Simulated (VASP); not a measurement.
The system is In.

```
CELL_PARAMETERS angstrom
-1.64755 1.64755 2.50651
1.64755 -1.64755 2.50651
1.64755 1.64755 -2.50651
ATOMIC_POSITIONS crystal
In 0.00000 0.00000 0.00000
```

This cell differs from its parent crystal: volume scaled by 1.04.

Base run:

- Program: VASP 6.6.1
- Functional: PBE
- Potentials or basis: VASP PAW PBE potentials, release 64 (In_d)
- Cutoff: 520 eV
- k mesh: 14 × 14 × 14
- Occupations: fermi-dirac, width 0.05 eV
- Spin: no spin polarisation

Its results: pressure 0.2 GPa.

The run is repeated on the same cell with these changes: functional from PBE to PBEsol; further incar settings from ALGO = Normal; EDIFF = 1e-08; NBANDS = 12 to ALGO = Normal; EDIFF = 1e-06; NBANDS = 12. What comes out?

Pressure -2.5 GPa.

Caveats: the PAW data sets were made with another functional, which shifts forces and pressure a little (some runs).
